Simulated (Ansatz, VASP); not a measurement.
**Sb2S in VASP and in Ansatz**

```
Sb S
1.0
     5.93611    0.00000    0.00000
     0.00000    5.93611    0.00000
     0.00000    0.00000    5.93611
Sb S
4 2
Direct
  0.75000 0.75000 0.75000
  0.25000 0.25000 0.75000
  0.25000 0.75000 0.25000
  0.75000 0.25000 0.25000
  0.00000 0.00000 0.00000
  0.50000 0.50000 0.50000
```

Alike in both runs: functional PBE; k mesh 4 × 4 × 4; occupations gaussian, width 0.1 eV; no spin polarisation.

Ansatz relaxed the structure, and its values are those at the end. VASP's run is a single point on that final structure, the one shown.

```csv
,VASP,Ansatz
version,VASP 6.6.1,Ansatz 0.2.0
potentials or method,"VASP PAW PBE potentials, release 64 (Sb, S), cutoff 520 eV","scalar-relativistic, plane waves, PAW"
valence electrons in the cell,32,72
```

|  | VASP | Ansatz | Ansatz less VASP |
| --- | --- | --- | --- |
| gap on the k mesh at the Fermi level (eV) | none | none | - |
| pressure (GPa) | 0.0 | 0.1 | +0.07 |

A gap of «none» marks a metal or a gap that the smearing closes. The functional is the same, so the differences come from potentials, cutoffs and numerics. VASP's potentials hold 32 valence electrons a cell and Ansatz's 72, so a difference there can come from the potentials and not from the codes.

Spin-orbit coupling is off throughout.
